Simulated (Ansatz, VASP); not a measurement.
## ZrO2: VASP beside Ansatz

```
Zr O
1.0
     6.06596    0.42515   -1.20788
     0.38414    6.07013   -1.18778
    -1.06600   -1.08820    4.82324
Zr O
5 10
Direct
  0.64802 0.31102 0.49302
  0.24802 0.11102 0.69302
  0.04802 0.51101 0.29302
  0.44802 0.71102 0.09302
  0.84802 0.91102 0.89302
  0.34804 0.41087 0.14293
  0.54800 0.01116 0.04309
  0.74801 0.61116 0.44310
  0.34800 0.41116 0.64308
  0.14800 0.81116 0.24310
  0.94803 0.21086 0.34294
  0.54804 0.01086 0.54294
  0.14804 0.81087 0.74295
  0.74803 0.61087 0.94294
  0.94800 0.21116 0.84309
```

Alike in both runs: task relaxation of cell and atoms; functional PBEsol; k mesh 3 × 3 × 4; occupations gaussian, width 0.1 eV; no spin polarisation.

|  | VASP | Ansatz |
| --- | --- | --- |
| version | VASP 6.6.1 | Ansatz 0.2.0 |
| potentials or method | VASP PAW PBE potentials, release 64 (Zr_sv, O), cutoff 600 eV | scalar-relativistic, plane waves, PAW |
| valence electrons in the cell | 120 | 120 |

Ansatz gave:

```
gap on the k mesh at the Fermi level, each at its own relaxed structure (eV) : 3.41
relaxed volume (Å³/atom)                                                     : 10.82
relaxed cell length with the largest relative difference (Å)                 : 6.201
```

What did VASP give for the same quantities?

gap on the k mesh at the Fermi level, each at its own relaxed structure (eV): 3.40; relaxed volume (Å³/atom): 10.84; relaxed cell length with the largest relative difference (Å): 6.204.

VASP's potentials were made for PBE, not for PBEsol.
